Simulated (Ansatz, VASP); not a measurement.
# Two plane-wave programs on Al3BP4

File INCAR:

```
SYSTEM = Al3BP4
ALGO     = Normal         ! electronic algorithm
EDIFF    = 1E-6           ! SCF threshold, eV
ENCUT    = 520            ! plane-wave cutoff, eV
GGA      = PE             ! functional
ISIF     = 2              ! what is computed and relaxed
ISMEAR   = -1             ! smearing method
LASPH    = .TRUE.         ! aspherical terms in the spheres
LCHARG   = .FALSE.        ! write CHGCAR
LREAL    = .FALSE.        ! projectors in reciprocal space
LWAVE    = .FALSE.        ! write WAVECAR
NBANDS   = 26             ! bands
NELM     = 100            ! most SCF steps
PREC     = Accurate       ! precision mode
SIGMA    = 0.02           ! smearing width, eV
```

Contents of KPOINTS:

```
k-points
0
G
  8 8 8
  0 0 0
```

File POSCAR:

```
Al3BP4
1.0
   -2.6298954552      2.6298954552      5.2200621692
    2.6298954552     -2.6298954552      5.2200621692
    2.6298954552      2.6298954552     -5.2200621692
B P Al
1 4 3
Direct
    0.0000000000      0.0000000000      0.0000000000
    0.3338996754      0.3338996754      0.4392291497
    0.1053294743      0.6661003246      0.0000000000
    0.8946705257      0.8946705257      0.5607708503
    0.6661003246      0.1053294743      0.0000000000
    0.7500000000      0.2500000000      0.5000000000
    0.5000000000      0.5000000000      0.0000000000
    0.2500000000      0.7500000000      0.5000000000
```

Input for Ansatz:

```yaml
crystal:
  lattice:
    - [-2.6298954552, 2.6298954552, 5.2200621692]
    - [2.6298954552, -2.6298954552, 5.2200621692]
    - [2.6298954552, 2.6298954552, -5.2200621692]
  atoms:
    - { symbol: B, position: [0.0, 0.0, 0.0] }
    - { symbol: P, position: [0.3338996754, 0.3338996754, 0.4392291497] }
    - { symbol: Al, position: [0.75, 0.25, 0.5] }
    - { symbol: P, position: [0.1053294743, 0.6661003246, 0.0] }
    - { symbol: Al, position: [0.5, 0.5, 0.0] }
    - { symbol: P, position: [0.8946705257, 0.8946705257, 0.5607708503] }
    - { symbol: Al, position: [0.25, 0.75, 0.5] }
    - { symbol: P, position: [0.6661003246, 0.1053294743, 0.0] }
kpoints:
  mp_grid: { grid: [8, 8, 8] }
  band_path:
    path:
      - [[0.0, 0.0, 0.0], [1.901448348092e-18, -1.901448348092e-18, 0.5], [0.25, 0.25, 0.25], [-1.719716824563e-17, 0.5, 1.719716824563e-17], [0.0, 0.0, 0.0], [0.5, 0.5, -0.5], [0.3134549676608, 0.6865450323392, -0.3134549676608]]
      - [[-0.3134549676608, 0.3134549676608, 0.3134549676608], [0.0, 0.0, 0.0]]
      - [[1.901448348092e-18, -1.901448348092e-18, 0.5], [-0.1269099353216, 0.1269099353216, 0.5]]
      - [[0.5, 0.5, -0.1269099353216], [0.5, 0.5, -0.5]]
    npoints: 10
hamiltonian:
  xc: pbe
scf:
  occupations: { method: fermi_dirac, width: 0.02 }
  n_extra_bands: 6
output:
  forces: true
  stress: true
  eigenvalues: true
  write_density: true
  write_potential: true
  elf: true
  volumetric_format: npy
```

Alike in both runs: task single point; functional PBE; k mesh 8 × 8 × 8; occupations fermi-dirac, width 0.02 eV; no spin polarisation.

```csv
,VASP,Ansatz
version,VASP 6.6.1,Ansatz 0.2.0
potentials or method,"VASP PAW PBE potentials, release 64 (B, P, Al)","plane waves, PAW"
plane-wave cutoff (eV),520,420
valence electrons in the cell,32,32
```

Ansatz gave:

* gap on the k mesh at the Fermi level (eV): 1.12
* pressure (GPa): 1.2
* rms of the force components (eV/Å): 0.052

Estimate VASP's values.

gap on the k mesh at the Fermi level (eV): 1.12; pressure (GPa): 1.1; rms of the force components (eV/Å): 0.052.
